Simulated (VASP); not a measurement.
# Si (I4/mmm) in VASP: notebook

Si is run at these levels: r2SCAN; tasks: single point.

Program: VASP 6.6.1. These are calculated values, not measurements. Logs are shortened: lines on timing, memory, paths and dates and some standing lists are left out, and cuts for length are marked.

### Step 1. The cell of the first run

The structure is tetragonal, space group I4/mmm (No. 139). The conventional cell has a = 6.551 Å, b = 6.551 Å, c = 3.729 Å, α = 90.00°, β = 90.00°, γ = 90.00°. Si (site symmetry m2m) has 4 Si at 2.28 to 2.34 Å within 3.0 Å.

### Step 2. Single point, r2SCAN (strain -0.015 along x and y, -0.030 along z)

POSCAR

```
Si
1.0
   -3.2755626256      3.2755626256      1.8647140902
    3.2755626256     -3.2755626256      1.8647140902
    3.2755626256      3.2755626256     -1.8647140902
Si
4
Direct
    0.1788010600      0.1788010600      0.3576021200
    0.8211989400      0.8211989400      0.6423978800
    0.1788010600      0.8211989400      0.0000000000
    0.8211989400      0.1788010600      0.0000000000
```

INCAR.step1

```
  ALGO = Normal
  EDIFF = 1E-4
  ENCUT = 520
  GGA = PE
  ISMEAR = 0
  LASPH = T
  LCHARG = F
  LREAL = F
  LWAVE = T
  NBANDS = 16
  NELM = 80
  PREC = Accurate
  SIGMA = 0.03
```

INCAR.step2

```
  ALGO = Normal
  EDIFF = 1E-7
  ENCUT = 520
  ISIF = 2
  ISMEAR = 0
  ISTART = 1
  LASPH = T
  LCHARG = F
  LMIXTAU = T
  LREAL = F
  LWAVE = F
  METAGGA = R2SCAN
  NBANDS = 16
  NELM = 80
  PREC = Accurate
  SIGMA = 0.03
```

KPOINTS

```
k-points
0
Gamma
  10 10 10
```

Potentials or basis: VASP PAW PBE potentials, release 64 (Si).

Run with:

```sh
cat potpaw_PBE.64/Si/POTCAR > POTCAR
cp INCAR.step1 INCAR
mpirun -np 1 vasp_std > vasp.out
cp INCAR.step2 INCAR
mpirun -np 1 vasp_std > vasp.out
```

OUTCAR:

```text
EDIFF = 1E-7
   ENCUT = 520
   ISIF = 2
   ISMEAR = 0
   ISTART = 1
   LASPH = T
   LREAL = F
   METAGGA = R2SCAN
   NELM = 80
   PREC = Accurate

 ion  position               nearest neighbor table
   1  0.179  0.179  0.358-   2 2.28   2 2.28   3 2.34   4 2.34
   2  0.821  0.821  0.642-   1 2.28   1 2.28   4 2.34   3 2.34
   3  0.179  0.821  0.000-   4 2.28   4 2.28   2 2.34   1 2.34
   4  0.821  0.179  0.000-   3 2.28   3 2.28   2 2.34   1 2.34

  LATTYP: Found a body centered tetragonal cell.
 ALAT       =     6.5511252512
 C/A-ratio  =     0.5692805491

  Lattice vectors:

 A1 = (  -3.2755626256,   3.2755626256,   1.8647140902)
 A2 = (   3.2755626256,  -3.2755626256,   1.8647140902)
 A3 = (   3.2755626256,   3.2755626256,  -1.8647140902)

Analysis of symmetry for initial positions (statically):
=====================================================================
 Subroutine PRICEL returns:
 Original cell was already a primitive cell.

 Routine SETGRP: Setting up the symmetry group for a
 body centered tetragonal supercell.

 Subroutine GETGRP returns: Found 16 space group operations
 (whereof 16 operations were pure point group operations)
 out of a pool of 16 trial point group operations.

The static configuration has the point symmetry D_4h.

Analysis of symmetry for dynamics (positions and initial velocities):
=====================================================================
 Subroutine PRICEL returns:
 Original cell was already a primitive cell.

 Routine SETGRP: Setting up the symmetry group for a
 body centered tetragonal supercell.

 Subroutine GETGRP returns: Found 16 space group operations
 (whereof 16 operations were pure point group operations)
 out of a pool of 16 trial point group operations.

The dynamic configuration has the point symmetry D_4h.

 Subroutine INISYM returns: Found 16 space group operations
 (whereof 16 operations are pure point group operations),
 and found     1 'primitive' translations

----------------------------------------------------------------------------------------

                                     Primitive cell

  volume of cell :      80.0284

  direct lattice vectors                    reciprocal lattice vectors
    -3.275562626  3.275562626  1.864714090     0.000000000  0.152645532  0.268137621
     3.275562626 -3.275562626  1.864714090     0.152645532  0.000000000  0.268137621
     3.275562626  3.275562626 -1.864714090     0.152645532  0.152645532  0.000000000

  length of vectors
     4.993573837  4.993573837  4.993573837     0.308542448  0.308542448  0.215873382

  position of ions in fractional coordinates (direct lattice)
     0.178801060  0.178801060  0.357602120
     0.821198940  0.821198940  0.642397880
     0.178801060  0.821198940  0.000000000
     0.821198940  0.178801060  0.000000000

  ion indices of the primitive-cell ions
   primitive index   ion index
                 1           1
                 2           2
                 3           3
                 4           4

----------------------------------------------------------------------------------------

 KPOINTS: k-points

Automatic generation of k-mesh.
 Grid dimensions read from file:
 generate k-points for:   10   10   10

 Generating k-lattice:

  Cartesian coordinates                     Fractional coordinates (reciprocal lattice)
     0.000000000  0.015264553  0.026813762     0.100000000  0.000000000 -0.000000000
     0.015264553  0.000000000  0.026813762     0.000000000  0.100000000 -0.000000000
     0.015264553  0.015264553  0.000000000     0.000000000  0.000000000  0.100000000

  Length of vectors
     0.030854245  0.030854245  0.021587338

  Shift w.r.t. Gamma in fractional coordinates (k-lattice)
     0.000000000  0.000000000  0.000000000

 Subroutine IBZKPT returns following result:
 ===========================================

 Found    102 irreducible k-points:

 Following reciprocal coordinates:
            Coordinates               Weight
  0.000000  0.000000  0.000000      1.000000
  0.100000 -0.000000  0.000000      8.000000
  0.200000 -0.000000  0.000000      8.000000
  0.300000 -0.000000  0.000000      8.000000
  0.400000 -0.000000  0.000000      8.000000
  0.500000  0.000000  0.000000      4.000000
[... 16 lines left out ...]
  0.300000  0.300000  0.000000      8.000000
  0.400000  0.300000  0.000000     16.000000
 [... further k-points ...]
   k-points           NKPTS =    102   k-points in BZ     NKDIM =    102   number of bands    NBANDS=     16
   number of dos      NEDOS =    301   number of ions     NIONS =      4
   total plane-waves  NPLWV =  64000
   dimension x,y,z NGX =    40 NGY =   40 NGZ =   40
   dimension x,y,z NGXF=    80 NGYF=   80 NGZF=   80
   ions per type =               4
   NGX,Y,Z   is equivalent  to a cutoff of  13.32, 13.32, 13.32 a.u.
   NGXF,Y,Z  is equivalent  to a cutoff of  26.63, 26.63, 26.63 a.u.
 SYSTEM =  unknown system
   PREC   = accura    normal or accurate (medium, high low for compatibility)
   ISTART =      1    job   : 0-new  1-cont  2-samecut
   ICHARG =      0    charge: 1-file 2-atom 10-const
   ISPIN  =      1    spin polarized calculation?
   LNONCOLLINEAR =      F non collinear calculations
   LSORBIT =      F    spin-orbit coupling
   LASPH  =      T    aspherical Exc in radial PAW
   ENCUT  =  520.0 eV  38.22 Ry    6.18 a.u.   9.28  9.28  9.28*2*pi/ulx,y,z
   NELM   =     80;   NELMIN=  2; NELMDL=  0     # of ELM steps
   EDIFF  = 0.1E-06   stopping-criterion for ELM
   LREAL  =      F    real-space projection
   EDIFFG = 0.1E-05   stopping-criterion for IOM
   NSW    =      0    number of steps for IOM
   IBRION =     -1    ionic relax: 0-MD 1-quasi-New 2-CG
   NFREE  =      0    steps in history (QN), initial steepest desc. (CG)
   ISIF   =      2    stress and relaxation
   ISYM   =      2    0-nonsym 1-usesym 2-fastsym
   POTIM  = 0.5000    time-step for ionic-motion
   TEBEG  =    0.0;   TEEND  =   0.0 temperature during run
   PSTRESS=    0.0 pullay stress
   NELECT =      16.0000    total number of electrons
   NUPDOWN=      -1.0000    fix difference up-down
   EMIN   =  10.00;   EMAX   =-10.00  energy-range for DOS
   EFERMI =   0.00;   METHOD = LEGACY
   ISMEAR =     0;   SIGMA  =   0.03  broadening in eV -4-tet -1-fermi 0-gaus
   EFERMI_NEDOS =   21; number of points for ismear=-14 and -15
   IALGO  =     38    algorithm
   IMIX   =      4    mixing-type and parameters
     AMIX     =   0.40;   BMIX     =  1.00
     AMIX_MAG =   1.60;   BMIX_MAG =  1.00
  volume/ion in A,a.u.               =      20.01       135.01
  Fermi-wavevector in a.u.,A,eV,Ry     =   0.957268  1.808974 12.467858  0.916362
  Thomas-Fermi vector in A             =   2.086271
   LORBIT       =      0    0 simple, 1 ext, 2 COOP (PROOUT), +10 PAW based schemes
   METAGGA = R2SCAN    functional components
   LHFCALC =     F    Hartree Fock is set to
   AEXX    =    0.0000 exact exchange contribution
   IVDW    =     0    specifies the selected vdW correction
   LEPSILON=     F    determine dielectric tensor
   LRPA    =     F    only Hartree local field effects (RPA)
 non-spin polarized calculation
 Gauss-broadening in eV      SIGMA  =   0.03
  energy-cutoff  :      520.00
  volume of cell :       80.03
 maximum number of plane-waves:      2172
 NGX is ok and might be reduce to    40
   NGX = 19   NGY = 19   NGZ = 19

 number of electron      16.0000000 magnetization

 Free energy of the ion-electron system (eV)
  ---------------------------------------------------
  ext. energy  EPLUGINS =         0.00000000
  ---------------------------------------------------
  free energy    TOTEN  =       -34.53292110 eV

  energy without entropy =      -34.53292110  energy(sigma->0) =      -34.53292110

 E-fermi :   6.1125     XC(G=0):  -9.7727

 val. band max:        5.9725839459   @ k =   0.5000   0.5000   0.5000
 cond. band min:       6.3022391591   @ k =  -0.1000  -0.2000   0.1000
 fundamental gap:      0.3296552132
 Fermi energy:         6.1124952483

 k-point     1 :       0.0000    0.0000    0.0000
  band No.  band energies     occupation
      1      -7.0906      2.00000
      2      -2.4613      2.00000
      3      -0.0018      2.00000
      4      -0.0018      2.00000
      5       1.7863      2.00000
      6       4.4103      2.00000
[... 8 lines left out ...]
     15      11.8273      0.00000
     16      13.7021      0.00000

 k-point     2 :       0.1000   -0.0000    0.0000
  band No.  band energies     occupation
      1      -6.9658      2.00000
      2      -2.4861      2.00000
      3      -0.1460      2.00000
      4       0.1962      2.00000
      5       1.9021      2.00000
      6       3.7225      2.00000
[... 8 lines left out ...]
     15      11.2974      0.00000
     16      14.3253      0.00000

 k-point     3 :       0.2000   -0.0000    0.0000
  band No.  band energies     occupation
      1      -6.5975      2.00000
      2      -2.4919      2.00000
      3      -0.5566      2.00000
      4       0.5550      2.00000
      5       2.0890      2.00000
      6       2.5060      2.00000
[... 8 lines left out ...]
     15      11.6860      0.00000
     16      13.7297      0.00000

 k-point     4 :       0.3000   -0.0000    0.0000
  band No.  band energies     occupation
      1      -6.0099      2.00000
      2      -2.3837      2.00000
      3      -1.3011      2.00000
      4       0.3648      2.00000
      5       1.5861      2.00000
      6       2.1931      2.00000
[... 8 lines left out ...]
     15      12.9191      0.00000
     16      13.6774      0.00000
[... 324 lines left out ...]
 k-point    22 :      -0.2000    0.2000    0.0000
  band No.  band energies     occupation
      1      -6.8517      2.00000
      2      -3.3194      2.00000
      3       0.0322      2.00000
      4       0.1966      2.00000
      5       2.8235      2.00000
      6       4.1832      2.00000
[... 8 lines left out ...]
     15      12.3096      0.00000
     16      14.5326      0.00000

 k-point    23 :       0.3000    0.3000    0.0000
  band No.  band energies     occupation
      1      -4.7427      2.00000
      2      -3.2795      2.00000
      3      -2.3660      2.00000
      4      -0.0889      2.00000
      5       1.0285      2.00000
      6       2.8213      2.00000
[... 8 lines left out ...]
     15      13.0494      0.00000
     16      14.7472      0.00000

 k-point    24 :       0.4000    0.3000    0.0000
  band No.  band energies     occupation
      1      -5.2053      2.00000
      2      -3.9357      2.00000
      3      -1.6044      2.00000
      4       0.6444      2.00000
      5       1.3108      2.00000
      6       2.6475      2.00000
[... 8 lines left out ...]
     15      12.7222      0.00000
     16      13.7478      0.00000

 [... further k-points ...]
[... 5 lines left out ...]
  --------------------------------------------------------------------------------------
  -------------------------------------------------------------------------------------
  Total        2.4541294      2.4541294      4.2773116      0.0000000     -0.0000000     -0.0000000
  in kB       49.1319482     49.1319482     85.6322614      0.0000000     -0.0000000     -0.0000000
  external PRESSURE =      61.2987193 kB  Pullay stress =       0.0000000 kB

 VOLUME and BASIS-vectors are now :
 -----------------------------------------------------------------------------
  energy-cutoff  :      520.00
  volume of cell :       80.03
      direct lattice vectors                 reciprocal lattice vectors
    -3.275562626  3.275562626  1.864714090     0.000000000  0.152645532  0.268137621
     3.275562626 -3.275562626  1.864714090     0.152645532  0.000000000  0.268137621
     3.275562626  3.275562626 -1.864714090     0.152645532  0.152645532  0.000000000

 POSITION                                       TOTAL-FORCE (eV/Angst)
 -----------------------------------------------------------------------------------
      1.17135      1.17135     -0.00000        -0.085463     -0.085463     -0.000000
      2.10421      2.10421      1.86471         0.085463      0.085463      0.000000
      2.10421     -2.10421      1.86471         0.085463     -0.085463      0.000000
     -2.10421      2.10421      1.86471        -0.085463      0.085463      0.000000
 -----------------------------------------------------------------------------------
    total drift:                               -0.000000     -0.000000      0.000000

  FREE ENERGIE OF THE ION-ELECTRON SYSTEM (eV)
  ---------------------------------------------------
  free  energy   TOTEN  =       -34.5329211048 eV

  energy  without entropy=      -34.5329211048  energy(sigma->0) =      -34.53292110
```

Run time: 6.3 min. Hardware: 1 thread of Intel Xeon Platinum 8375C at 2.90GHz (Ice Lake), shared host; peak memory 0.3 GiB.

What came out:

| Property | Result |
| --- | --- |
| Free energy | -34.5329 eV |
| Pressure | 6.1 GPa |
| Largest force | 0.121 eV/Å |
| Band gap on the k mesh | 0.33 eV (least direct gap 0.72 eV) |

Forces in eV/Å, atoms in the order of the input:
```
Si  -0.085 -0.085  0.000
Si   0.085  0.085  0.000
Si   0.085 -0.085  0.000
Si  -0.085  0.085  0.000
```

Caveat: the cell differs from its parent crystal (strain -0.015 along x and y, -0.030 along z); the cell stands under pressure; semilocal functionals underestimate gaps, and a narrow one can read as zero; the PAW data sets were made with another functional, which shifts forces and pressure a little.

### Step 3. Single point, r2SCAN (strain -0.030 along x and y, +0.015 along z)

POSCAR

```
Si
1.0
   -3.2256809613      3.2256809613      1.9512214449
    3.2256809613     -3.2256809613      1.9512214449
    3.2256809613      3.2256809613     -1.9512214449
Si
4
Direct
    0.1788010600      0.1788010600      0.3576021200
    0.8211989400      0.8211989400      0.6423978800
    0.1788010600      0.8211989400      0.0000000000
    0.8211989400      0.1788010600      0.0000000000
```

INCAR.step1

```
ALGO = Normal
EDIFF = 1E-4
ENCUT = 520
GGA = PE
ISMEAR = 0
LASPH = T
LCHARG = F
LREAL = F
LWAVE = T
NBANDS = 16
NELM = 60
PREC = Accurate
SIGMA = 0.03
```

INCAR.step2

```
ALGO = Normal
EDIFF = 1E-6
ENCUT = 520
ISIF = 2
ISMEAR = 0
ISTART = 1
LASPH = T
LCHARG = F
LMIXTAU = T
LREAL = F
LWAVE = F
METAGGA = R2SCAN
NBANDS = 16
NELM = 60
PREC = Accurate
SIGMA = 0.03
```

KPOINTS is that of step 2.

Potentials or basis: VASP PAW PBE potentials, release 64 (Si).

Run with:

```sh
cat potpaw_PBE.64/Si/POTCAR > POTCAR
cp INCAR.step1 INCAR
mpirun -np 1 vasp_std > vasp.out
cp INCAR.step2 INCAR
mpirun -np 1 vasp_std > vasp.out
```

It took 5.7 min on 1 thread of Intel Xeon Platinum 8375C at 2.90GHz (Ice Lake), shared host; peak memory 0.3 GiB.

It converged, with:

```
Free energy            : -34.5100 eV
Pressure               : 4.4 GPa
Largest force          : 0.691 eV/Å
Band gap on the k mesh : zero (filled and empty bands touch)
```

Forces in eV/Å, atoms in the order of the input:
```
Si   0.488  0.488  0.000
Si  -0.488 -0.488  0.000
Si  -0.488  0.488  0.000
Si   0.488 -0.488  0.000
```

Stress tensor (GPa, compression positive):
```
 7.54  0.00  0.00
 0.00  7.54  0.00
 0.00  0.00 -1.82
```

Levels at points of the mesh, in eV from the Fermi level:
```csv
k point,band 4,band 5,band 6,band 7,band 8,band 9,band 10,band 11,band 12,band 13
"(0.00, 0.00, 0.00)",-6.01,-4.27,-1.95,-1.95,-0.84,1.02,1.87,1.87,2.46,2.46
"(0.50, 0.00, 0.00)",-6.46,-4.86,-3.89,-2.80,-1.49,0.94,2.88,3.31,3.71,4.81
"(0.50, 0.50, 0.00)",-5.28,-3.17,-2.60,-2.13,-1.91,1.44,1.72,2.18,4.42,4.58
"(0.50, 0.50, 0.50)",-5.59,-3.69,-0.40,-0.04,0.00,0.00,3.78,4.26,4.48,4.48
```

Caveat: the cell differs from its parent crystal (strain -0.030 along x and y, +0.015 along z); the stress differs along the axes, from -2 to 8 GPa; semilocal functionals underestimate gaps, and a narrow one can read as zero; the PAW data sets were made with another functional, which shifts forces and pressure a little.

### Step 4. Single point, r2SCAN (strain -0.015 along x and y, -0.015 along z)

POSCAR

```
Si
1.0
   -3.2755626256      3.2755626256      1.8935498751
    3.2755626256     -3.2755626256      1.8935498751
    3.2755626256      3.2755626256     -1.8935498751
Si
4
Direct
    0.1788010600      0.1788010600      0.3576021200
    0.8211989400      0.8211989400      0.6423978800
    0.1788010600      0.8211989400      0.0000000000
    0.8211989400      0.1788010600      0.0000000000
```

INCAR.step1

```
PREC = Accurate
ENCUT = 520
ISMEAR = 0
SIGMA = 0.03
LREAL = F
LASPH = T
NELM = 60
NBANDS = 16
GGA = PE
ALGO = Normal
EDIFF = 1E-4
LWAVE = T
LCHARG = F
```

INCAR.step2

```
PREC = Accurate
ENCUT = 520
EDIFF = 1E-7
ISMEAR = 0
SIGMA = 0.03
LREAL = F
LASPH = T
NELM = 60
ALGO = Normal
ISIF = 2
LWAVE = F
LCHARG = F
METAGGA = R2SCAN
LMIXTAU = T
NBANDS = 16
ISTART = 1
```

KPOINTS

```
Automatic mesh
0
Gamma
  10 10 10
```

Run with:

```sh
cat potpaw_PBE.64/Si/POTCAR > POTCAR
cp INCAR.step1 INCAR
mpirun -np 1 vasp_std > vasp.out
cp INCAR.step2 INCAR
mpirun -np 1 vasp_std > vasp.out
```

Run time: 6.2 min. Hardware: 1 thread of Intel Xeon Platinum 8375C at 2.90GHz (Ice Lake), shared host; peak memory 0.3 GiB.

The run converged. Its results:

```
Free energy            : -34.5828 eV
Pressure               : 4.3 GPa
Largest force          : 0.069 eV/Å
Band gap on the k mesh : 0.34 eV (least direct gap 0.53 eV)
```

Forces on the atoms (eV/Å):
```
Si   0.049  0.049  0.000
Si  -0.049 -0.049  0.000
Si  -0.049  0.049  0.000
Si   0.049 -0.049  0.000
```

Stress tensor (GPa, compression positive):
```
4.28 0.00 0.00
0.00 4.28 0.00
0.00 0.00 4.43
```

Levels at points of the mesh, in eV from the valence-band top:
```csv
k point,band 4,band 5,band 6,band 7,band 8,band 9,band 10,band 11,band 12,band 13
"(0.00, 0.00, 0.00)",-5.95,-4.15,-1.66,-1.66,-0.65,1.50,1.96,1.96,2.53,2.53
"(0.50, 0.00, 0.00)",-6.53,-4.79,-3.80,-2.65,-1.58,0.95,2.73,3.26,3.73,4.64
"(0.50, 0.50, 0.00)",-5.20,-3.16,-2.22,-2.06,-1.81,1.91,2.14,2.19,4.43,4.67
"(0.50, 0.50, 0.50)",-5.52,-3.25,-0.25,0.00,0.00,0.53,3.84,4.23,4.49,4.82
```

Caveat: the cell differs from its parent crystal (strain -0.015 along x and y, -0.015 along z); the cell stands under pressure; semilocal functionals underestimate gaps, and a narrow one can read as zero; the PAW data sets were made with another functional, which shifts forces and pressure a little. A k mesh can miss the band edges.

### Step 5. Summary

```csv
cell,gap on the mesh (eV),pressure (GPa),largest force (eV/Å)
"a = 4.994 Å, angles 98.0, 98.0, 136.1°, 4 atoms",0.33,6.1,0.12
"a = 4.962 Å, angles 98.9, 98.9, 133.7°, 4 atoms",none,4.4,0.69
"a = 5.004 Å, angles 98.2, 98.2, 135.5°, 4 atoms",0.34,4.3,0.07
```

Alike in all rows: task single point; level r2SCAN; potentials or basis VASP PAW PBE potentials, release 64 (Si); no spin polarisation; k mesh 10 × 10 × 10; cutoff (eV) 520; smearing gaussian 0.03 eV.

Caveats: semilocal functionals underestimate gaps, and a narrow one can read as zero; the PAW data sets were made with another functional, which shifts forces and pressure a little; the cell stands under pressure (at least some runs); the stress differs along the axes, from -2 to 8 GPa (at least some runs).

Total energies depend on the potentials used, so only differences within one code and one set of settings carry meaning.

The gap in the log of VASP goes by the Fermi energy; the results here count the filled bands.